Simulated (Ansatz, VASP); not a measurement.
# CdH2O2: VASP beside Ansatz

File INCAR:

```
SYSTEM = CdH2O2
PREC     = Accurate       ! precision mode
ENCUT    = 520            ! plane-wave cutoff, eV
EDIFF    = 1E-6           ! SCF threshold, eV
ISMEAR   = 0              ! smearing method
SIGMA    = 0.05           ! smearing width, eV
LREAL    = .False.        ! projectors in reciprocal space
LASPH    = .True.         ! aspherical terms in the spheres
NELM     = 60             ! most SCF steps
ALGO     = Normal         ! electronic algorithm
ISIF     = 2              ! what is computed and relaxed
LWAVE    = .False.        ! write WAVECAR
LCHARG   = .False.        ! write CHGCAR
GGA      = PS             ! functional
NBANDS   = 21             ! bands
```

KPOINTS

```
regular mesh
0
Gamma
  9 9 6
  0 0 0
```

POSCAR

```
CdH2O2
1.0
    3.8398216553      0.0000000000      0.0000000000
   -1.9199108277      3.3253830995      0.0000000000
    0.0000000000      0.0000000000      4.4413930000
Cd H O
1 2 2
Direct
    0.3333333333      0.6666666667      0.9873000000
    0.0000000000      0.0000000000      0.0080770000
    0.6666666667      0.3333333333      0.4318850000
    0.0139464725      0.0069732363      0.7819869210
    0.6806131392      0.3403065696      0.2076869210
```

Input for Ansatz:

```yaml
crystal:
  lattice:
    - [3.8398216553, 0.0, 0.0]
    - [-1.9199108277, 3.3253830995, 0.0]
    - [0.0, 0.0, 4.441393]
  atoms:
    - { symbol: Cd, position: [0.3333333333, 0.6666666667, 0.9873] }
    - { symbol: H, position: [0.0, 0.0, 0.008077] }
    - { symbol: H, position: [0.6666666667, 0.3333333333, 0.431885] }
    - { symbol: O, position: [0.0139464725, 0.0069732363, 0.781986921] }
    - { symbol: O, position: [0.6806131392, 0.3403065696, 0.207686921] }
basis:
  ecutwfc: 420
kpoints:
  mp_grid: { grid: [9, 9, 6] }
hamiltonian:
  xc: pbesol
scf:
  occupations: { method: gaussian, width: 0.05 }
output:
  forces: true
  stress: true
  eigenvalues: true
```

Change from the starting cell: all O atoms moved -0.050 Å, as atom 4 towards its neighbour atom 1 (Cd) at 2.390 Å.

Alike in both runs: task single point; functional PBEsol; k mesh 9 × 9 × 6; occupations gaussian, width 0.05 eV; no spin polarisation.

|  | VASP | Ansatz |
| --- | --- | --- |
| version | VASP 6.6.1 | Ansatz 0.2.0 |
| potentials or method | VASP PAW PBE potentials, release 64 (Cd, H, O), cutoff 520 eV | scalar-relativistic, plane waves, PAW |
| valence electrons in the cell | 26 | 34 |

VASP gave:

```
gap on the k mesh at the Fermi level (eV)                     : 1.09
least direct gap on the mesh (eV)                             : 1.60
pressure (GPa)                                                : -5.2
traceless stress, the component that is largest in VASP (GPa) : -0.56
rms of the force components (eV/Å)                            : 0.344
```

Question: Estimate Ansatz's values.

Answer: gap on the k mesh at the Fermi level (eV): 1.10; least direct gap on the mesh (eV): 1.62; pressure (GPa): -5.8; traceless stress, the component that is largest in VASP (GPa): -0.73; rms of the force components (eV/Å): 0.409.

VASP's potentials were made for PBE, not for PBEsol. Atom by atom the forces differ by 0.067 eV/Å (rms over components). VASP's potentials hold 26 valence electrons a cell and Ansatz's 34, so a difference there can come from the potentials and not from the codes.
